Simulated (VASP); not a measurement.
# Al (Fm-3m) in VASP: notebook

The runs below take Al through relaxation of cell and atoms, with PBEsol.

All numbers are computed with VASP 6.6.1; they aren't measurements. Logs are shortened: lines on timing, memory, paths and dates and some standing lists are left out, and cuts for length are marked.

## (1) The cell of the first run

Symmetry: Fm-3m, No. 225, cubic system. The conventional cell has a = 4.014 Å, b = 4.014 Å, c = 4.014 Å, α = 90.00°, β = 90.00°, γ = 90.00°. Al (site symmetry m-3m) has 12 Al at 2.84 Å within 3.7 Å.

## (2) Relaxation of cell and atoms, PBEsol, target pressure 4 GPa, at which the enthalpy is minimised

File INCAR:

```
SYSTEM = Al
ALGO = Normal
EDIFF = 1E-7
EDIFFG = -0.002
ENCUT = 600
GGA = PS
IBRION = 2
ISIF = 3
ISMEAR = -1
LASPH = .True.
LCHARG = .False.
LREAL = .False.
LWAVE = .False.
NELM = 80
NSW = 100
PREC = Accurate
PSTRESS = 40.0
SIGMA = 0.05
```

File KPOINTS:

```
k-points
0
Gamma
  24 24 24
  0 0 0
```

File POSCAR:

```
Al
1.0
    0.0000000000      2.0072119613      2.0072119613
    2.0072119613      0.0000000000      2.0072119613
    2.0072119613      2.0072119613      0.0000000000
Al
1
Direct
    0.0000000000      0.0000000000      0.0000000000
```

Potentials or basis: VASP PAW PBE potentials, release 64 (Al).

Launch:

```sh
cat potpaw_PBE.64/Al/POTCAR > POTCAR
mpirun -np 1 vasp_std > vasp.out
```

OUTCAR:

```text
SYSTEM = Al
   EDIFF = 1E-7
   EDIFFG = -0.002
   ENCUT = 600
   GGA = PS
   IBRION = 2
   ISIF = 3
   ISMEAR = -1
   LASPH = .True.
   LREAL = .False.
   NELM = 80
   NSW = 100
   PREC = Accurate
   PSTRESS = 40.0

 ion  position               nearest neighbor table
   1  0.000  0.000  0.000-

  LATTYP: Found a face centered cubic cell.
 ALAT       =     4.0144239226

  Lattice vectors:

 A1 = (   0.0000000000,   2.0072119613,   2.0072119613)
 A2 = (   2.0072119613,   0.0000000000,   2.0072119613)
 A3 = (   2.0072119613,   2.0072119613,   0.0000000000)

Analysis of symmetry for initial positions (statically):
=====================================================================
 Subroutine PRICEL returns:
 Original cell was already a primitive cell.

 Routine SETGRP: Setting up the symmetry group for a
 face centered cubic supercell.

 Subroutine GETGRP returns: Found 48 space group operations
 (whereof 48 operations were pure point group operations)
 out of a pool of 48 trial point group operations.

The static configuration has the point symmetry O_h .

Analysis of symmetry for dynamics (positions and initial velocities):
=====================================================================
 Subroutine PRICEL returns:
 Original cell was already a primitive cell.

 Routine SETGRP: Setting up the symmetry group for a
 face centered cubic supercell.

 Subroutine GETGRP returns: Found 48 space group operations
 (whereof 48 operations were pure point group operations)
 out of a pool of 48 trial point group operations.

The dynamic configuration has the point symmetry O_h .

 Subroutine INISYM returns: Found 48 space group operations
 (whereof 48 operations are pure point group operations),
 and found     1 'primitive' translations

----------------------------------------------------------------------------------------

                                     Primitive cell

  volume of cell :      16.1737

  direct lattice vectors                    reciprocal lattice vectors
     0.000000000  2.007211961  2.007211961    -0.249101744  0.249101744  0.249101744
     2.007211961  0.000000000  2.007211961     0.249101744 -0.249101744  0.249101744
     2.007211961  2.007211961  0.000000000     0.249101744  0.249101744 -0.249101744

  length of vectors
     2.838626378  2.838626378  2.838626378     0.431456877  0.431456877  0.431456877

  position of ions in fractional coordinates (direct lattice)
     0.000000000  0.000000000  0.000000000

  ion indices of the primitive-cell ions
   primitive index   ion index
                 1           1

----------------------------------------------------------------------------------------

 KPOINTS: k-points

Automatic generation of k-mesh.
 Grid dimensions read from file:
 generate k-points for:   24   24   24

 Generating k-lattice:

  Cartesian coordinates                     Fractional coordinates (reciprocal lattice)
    -0.010379239  0.010379239  0.010379239     0.041666667  0.000000000  0.000000000
     0.010379239 -0.010379239  0.010379239     0.000000000  0.041666667  0.000000000
     0.010379239  0.010379239 -0.010379239     0.000000000  0.000000000  0.041666667

  Length of vectors
     0.017977370  0.017977370  0.017977370

  Shift w.r.t. Gamma in fractional coordinates (k-lattice)
     0.000000000  0.000000000  0.000000000

 Subroutine IBZKPT returns following result:
 ===========================================

 Found    413 irreducible k-points:

 Following reciprocal coordinates:
            Coordinates               Weight
  0.000000  0.000000  0.000000      1.000000
  0.041667  0.000000  0.000000      8.000000
  0.083333  0.000000  0.000000      8.000000
  0.125000  0.000000  0.000000      8.000000
  0.166667  0.000000  0.000000      8.000000
  0.208333  0.000000  0.000000      8.000000
[... 16 lines left out ...]
  0.416667  0.041667  0.000000     24.000000
  0.458333  0.041667  0.000000     24.000000
 [... further k-points ...]
   k-points           NKPTS =    413   k-points in BZ     NKDIM =    413   number of bands    NBANDS=      5
   number of dos      NEDOS =    301   number of ions     NIONS =      1
   total plane-waves  NPLWV =  13824
   dimension x,y,z NGX =    24 NGY =   24 NGZ =   24
   dimension x,y,z NGXF=    48 NGYF=   48 NGZF=   48
   ions per type =               1
   NGX,Y,Z   is equivalent  to a cutoff of  14.06, 14.06, 14.06 a.u.
   NGXF,Y,Z  is equivalent  to a cutoff of  28.11, 28.11, 28.11 a.u.
 SYSTEM =  Al
   PREC   = accura    normal or accurate (medium, high low for compatibility)
   ISTART =      0    job   : 0-new  1-cont  2-samecut
   ICHARG =      2    charge: 1-file 2-atom 10-const
   ISPIN  =      1    spin polarized calculation?
   LNONCOLLINEAR =      F non collinear calculations
   LSORBIT =      F    spin-orbit coupling
   LASPH  =      T    aspherical Exc in radial PAW
   ENCUT  =  600.0 eV  44.10 Ry    6.64 a.u.   5.67  5.67  5.67*2*pi/ulx,y,z
   NELM   =     80;   NELMIN=  2; NELMDL= -5     # of ELM steps
   EDIFF  = 0.1E-06   stopping-criterion for ELM
   LREAL  =      F    real-space projection
   EDIFFG = -.2E-02   stopping-criterion for IOM
   NSW    =    100    number of steps for IOM
   IBRION =      2    ionic relax: 0-MD 1-quasi-New 2-CG
   NFREE  =      1    steps in history (QN), initial steepest desc. (CG)
   ISIF   =      3    stress and relaxation
   ISYM   =      2    0-nonsym 1-usesym 2-fastsym
   POTIM  = 0.5000    time-step for ionic-motion
   TEBEG  =    0.0;   TEEND  =   0.0 temperature during run
   PSTRESS=   40.0 pullay stress
   NELECT =       3.0000    total number of electrons
   NUPDOWN=      -1.0000    fix difference up-down
   EMIN   =  10.00;   EMAX   =-10.00  energy-range for DOS
   EFERMI =   0.00;   METHOD = LEGACY
   ISMEAR =    -1;   SIGMA  =   0.05  broadening in eV -4-tet -1-fermi 0-gaus
   EFERMI_NEDOS =   21; number of points for ismear=-14 and -15
   IALGO  =     38    algorithm
   IMIX   =      4    mixing-type and parameters
     AMIX     =   0.40;   BMIX     =  1.00
     AMIX_MAG =   1.60;   BMIX_MAG =  1.00
  volume/ion in A,a.u.               =      16.17       109.15
  Fermi-wavevector in a.u.,A,eV,Ry     =   0.933638  1.764321 11.859934  0.871681
  Thomas-Fermi vector in A             =   2.060361
   LORBIT       =      0    0 simple, 1 ext, 2 COOP (PROOUT), +10 PAW based schemes
   GGA     = PS    functional components
   LHFCALC =     F    Hartree Fock is set to
   AEXX    =    0.0000 exact exchange contribution
   IVDW    =     0    specifies the selected vdW correction
   LEPSILON=     F    determine dielectric tensor
   LRPA    =     F    only Hartree local field effects (RPA)
 conjugate gradient relaxation of ions
 non-spin polarized calculation
  energy-cutoff  :      600.00
  volume of cell :       16.17
 maximum number of plane-waves:       560
   NGX = 11   NGY = 11   NGZ = 11

--------------------------------------- Ionic step        1  -------------------------------------------

 number of electron       3.0000000 magnetization

 Free energy of the ion-electron system (eV)
  ---------------------------------------------------
  ext. energy  EPLUGINS =         0.00000000
  ---------------------------------------------------
  free energy    TOTEN  =        -4.09258229 eV

  energy without entropy =       -4.08881049  energy(sigma->0) =       -4.09069639

------------------------ aborting loop because EDIFF is reached ----------------------------------------

  FORCE on cell =-STRESS in cart. coord.  units (eV):
  Direction    XX          YY          ZZ          XY          YZ          ZX
  --------------------------------------------------------------------------------------
  -------------------------------------------------------------------------------------
  Total        0.0029259      0.0029259      0.0029259      0.0000000      0.0000000     -0.0000000
  in kB        0.2898449      0.2898449      0.2898449      0.0000000      0.0000000     -0.0000000
  external PRESSURE =     -39.7101551 kB  Pullay stress =      40.0000000 kB
[... 59 lines left out ...]
  enthalpy is  TOTEN    =        -3.6967280993 eV   P V=        0.3808166701

--------------------------------------- Ionic step        3  -------------------------------------------

 number of electron       3.0000000 magnetization

 Free energy of the ion-electron system (eV)
  ---------------------------------------------------
  ext. energy  EPLUGINS =         0.00000000
  ---------------------------------------------------
  free energy    TOTEN  =        -4.08416918 eV

  energy without entropy =       -4.08075193  energy(sigma->0) =       -4.08246055

 E-fermi :   8.6478     XC(G=0): -10.4925

 val. band max:        8.6417102562   @ k =  -0.3750   0.3750   0.0417
 cond. band min:       8.6553266391   @ k =  -0.2500   0.2917   0.1250
 fundamental gap:      0.0136163829
 Fermi energy:         8.6478421543

 k-point     1 :       0.0000    0.0000    0.0000
  band No.  band energies     occupation
      1      -2.9470      2.00000
      2      21.5853      0.00000
      3      21.5853      0.00000
      4      21.5853      0.00000
      5      23.5746      0.00000

 k-point     2 :       0.0417    0.0000    0.0000
  band No.  band energies     occupation
      1      -2.8978      2.00000
      2      20.6283      0.00000
      3      21.4285      0.00000
      4      21.4285      0.00000
      5      23.8100      0.00000
[... 169 lines left out ...]
 k-point    24 :       0.4583    0.0417    0.0000
  band No.  band energies     occupation
      1       2.5782      2.00000
      2       5.6042      2.00000
      3      19.2988      0.00000
      4      19.7747      0.00000
      5      20.6302      0.00000

 [... further k-points ...]

------------------------ aborting loop because EDIFF is reached ----------------------------------------

  FORCE on cell =-STRESS in cart. coord.  units (eV):
  Direction    XX          YY          ZZ          XY          YZ          ZX
  --------------------------------------------------------------------------------------
  -------------------------------------------------------------------------------------
  Total        0.3870371      0.3870371      0.3870371      0.0000000      0.0000000      0.0000000
  in kB       40.0655591     40.0655591     40.0655591      0.0000000      0.0000000      0.0000000
  external PRESSURE =       0.0655591 kB  Pullay stress =      40.0000000 kB
[... 16 lines left out ...]
  FREE ENERGIE OF THE ION-ELECTRON SYSTEM (eV)
  ---------------------------------------------------
  free  energy   TOTEN  =        -4.0841691806 eV

  energy  without entropy=       -4.0807519257  energy(sigma->0) =       -4.08246055

  enthalpy is  TOTEN    =        -3.6977653988 eV   P V=        0.3864037817

 reached required accuracy - stopping structural energy minimisation
```

Wall time 37 s (1 thread of Intel Xeon 8259CL, shared host); peak memory 0.17 GiB.

What came out:

| Quantity | Value |
| --- | --- |
| Free energy | -4.0842 eV |
| Relaxed volume | 15.48 Å³/atom |
| Relaxed cell | a = 2.797 Å, b = 2.797 Å, c = 2.797 Å, α = 60.00°, β = 60.00°, γ = 60.00° |
| Space group after relaxing (to 0.1 Å) | Fm-3m (No. 225) |
| Energy change on relaxing (the run minimises the enthalpy) | +8.4 meV/atom |
| Ionic steps | 3 |
| Pressure after relaxing | 4.0 GPa |
| Band gap on the k mesh | zero (an odd number of electrons rules out a gap without spin polarisation) |

The path:
```
step  energy change (eV)  largest force (eV/Å)  pressure (GPa)  volume (Å³)
   1              0.0000                0.0000            0.03        16.17
   2              0.0150                0.0000            5.50        15.25
   3              0.0084                0.0000            4.01        15.48
```

Final structure:
```
Al
1.0
     0.00000    1.97797    1.97797
     1.97797    0.00000    1.97797
     1.97797    1.97797    0.00000
Al
1
Direct
  0.00000 0.00000 0.00000
```

Caveat: the cell is relaxed towards a set pressure, so the run minimises the enthalpy, not the energy; the PAW data sets were made with another functional, which shifts forces and pressure a little.

## (3) Relaxation of cell and atoms, PBEsol, target pressure 7 GPa, at which the enthalpy is minimised

File INCAR:

```
SYSTEM = Al
  ALGO = Normal
  EDIFF = 1E-6
  EDIFFG = -0.002
  ENCUT = 600
  GGA = PS
  IBRION = 2
  ISIF = 3
  ISMEAR = -1
  LASPH = .TRUE.
  LCHARG = .FALSE.
  LREAL = .FALSE.
  LWAVE = .FALSE.
  NELM = 60
  NSW = 100
  PREC = Accurate
  PSTRESS = 70.0
  SIGMA = 0.05
```

File KPOINTS:

```
k-points
0
G
  24 24 24
  0 0 0
```

POSCAR is that of step 2.

Potentials or basis: VASP PAW PBE potentials, release 64 (Al).

Launch:

```sh
cat potpaw_PBE.64/Al/POTCAR > POTCAR
mpirun -np 1 vasp_std > vasp.out
```

Wall time 35 s (1 thread of Intel Xeon 8259CL, shared host); peak memory 0.17 GiB.

The run converged. Its results:

```yaml
Free_energy: -4.0695 eV
Relaxed_volume: 15.05 Å³/atom
Relaxed_cell: a = 2.771 Å, b = 2.771 Å, c = 2.771 Å, α = 60.00°, β = 60.00°, γ = 60.00°
Space_group_after_relaxing_to_0.1_Å: Fm-3m (No. 225)
Energy_change_on_relaxing_the_run_minimises_the_enthalpy: +23.1 meV/atom
Ionic_steps: 3
Pressure_after_relaxing: 7.0 GPa
Band_gap_on_the_k_mesh: zero (an odd number of electrons rules out a gap without spin polarisation)
```

Step by step:
```csv
step,energy change (eV),largest force (eV/Å),pressure (GPa),volume (Å³)
1,0.0000,0.0000,0.03,16.17
2,0.0487,0.0000,10.78,14.58
3,0.0231,0.0000,7.00,15.05
```

Final structure:
```cif
data_structure
_symmetry_space_group_name_H-M 'P 1'
_symmetry_Int_Tables_number 1
_cell_length_a 2.7710
_cell_length_b 2.7710
_cell_length_c 2.7710
_cell_angle_alpha 60.000
_cell_angle_beta 60.000
_cell_angle_gamma 60.000
_cell_volume 15.05
loop_
_atom_site_label
_atom_site_type_symbol
_atom_site_fract_x
_atom_site_fract_y
_atom_site_fract_z
_atom_site_occupancy
Al1 Al 0.00000 0.00000 0.00000 1
```

Levels at points of the mesh, in eV from the Fermi level:
```tsv
k point	band 1	band 2	band 3	band 4	band 5
(0.00, 0.00, 0.00)	-11.80	13.10	13.10	13.10	15.32
(0.50, 0.00, 0.00)	-4.99	-4.52	11.85	11.85	12.40
(0.50, 0.50, 0.00)	-3.16	-1.66	5.25	6.02	6.02
```

Caveat: the cell is relaxed towards a set pressure, so the run minimises the enthalpy, not the energy; the PAW data sets were made with another functional, which shifts forces and pressure a little.

## (4) Relaxation of cell and atoms, PBEsol, target pressure 10 GPa, at which the enthalpy is minimised

File INCAR:

```
PREC = Accurate
ENCUT = 600
EDIFF = 1E-6
ISMEAR = -1
SIGMA = 0.05
LREAL = False
LASPH = True
NELM = 100
ALGO = Normal
ISIF = 3
LWAVE = False
LCHARG = False
GGA = PS
IBRION = 2
NSW = 100
EDIFFG = -0.002
PSTRESS = 100.0
```

File KPOINTS:

```
regular mesh
0
Gamma
  24 24 24
```

POSCAR is that of step 3.

Launch:

```sh
cat potpaw_PBE.64/Al/POTCAR > POTCAR
mpirun -np 1 vasp_std > vasp.out
```

Wall time 59 s (1 thread of Intel Xeon 8259CL, shared host); peak memory 0.17 GiB.

Results (log left out):

```yaml
Free_energy: -4.0497 eV
Relaxed_volume: 14.67 Å³/atom
Relaxed_cell: a = 2.748 Å, b = 2.748 Å, c = 2.748 Å, α = 60.00°, β = 60.00°, γ = 60.00°
Space_group_after_relaxing_to_0.1_Å: Fm-3m (No. 225)
Energy_change_on_relaxing_the_run_minimises_the_enthalpy: +42.9 meV/atom
Ionic_steps: 6
Pressure_after_relaxing: 10.0 GPa
Band_gap_on_the_k_mesh: zero (an odd number of electrons rules out a gap without spin polarisation)
```

The path:
```tsv
step	energy change (eV)	largest force (eV/Å)	pressure (GPa)	volume (Å³)
1	0.0000	0.0000	0.03	16.17
2	0.1052	0.0000	17.24	13.93
3	0.0427	0.0000	9.98	14.67
4	0.0445	0.0000	10.21	14.65
5	0.0421	0.0000	9.89	14.68
6	0.0429	0.0000	10.00	14.67
```

Final structure:
```
Al
1.0
     0.00000    1.94303    1.94303
     1.94303    0.00000    1.94303
     1.94303    1.94303    0.00000
Al
1
Direct
  0.00000 0.00000 0.00000
```

Levels at points of the mesh, in eV from the Fermi level:
| k point | band 1 | band 2 | band 3 | band 4 | band 5 |
| --- | --- | --- | --- | --- | --- |
| (0.00, 0.00, 0.00) | -11.98 | 13.24 | 13.24 | 13.24 | 15.67 |
| (0.50, 0.00, 0.00) | -5.09 | -4.56 | 11.97 | 11.97 | 12.69 |
| (0.50, 0.50, 0.00) | -3.22 | -1.68 | 5.26 | 6.15 | 6.15 |

Caveat: the cell is relaxed towards a set pressure, so the run minimises the enthalpy, not the energy; the PAW data sets were made with another functional, which shifts forces and pressure a little.

## (5) Overview

| cell | gap on the mesh (eV) | pressure (GPa) |
| --- | --- | --- |
| relaxed to 4 GPa | none | 4.0 |
| relaxed to 7 GPa | none | 7.0 |
| relaxed to 10 GPa | none | 10.0 |

Alike in all rows: task relaxation of cell and atoms; level PBEsol; potentials or basis VASP PAW PBE potentials, release 64 (Al); no spin polarisation; k mesh 24 × 24 × 24; cutoff (eV) 600; smearing fermi-dirac 0.05 eV.

Caveats: the cell is relaxed towards a set pressure, so the run minimises the enthalpy, not the energy; the PAW data sets were made with another functional, which shifts forces and pressure a little.

Absolute energies hang on the potentials; compare differences alone.
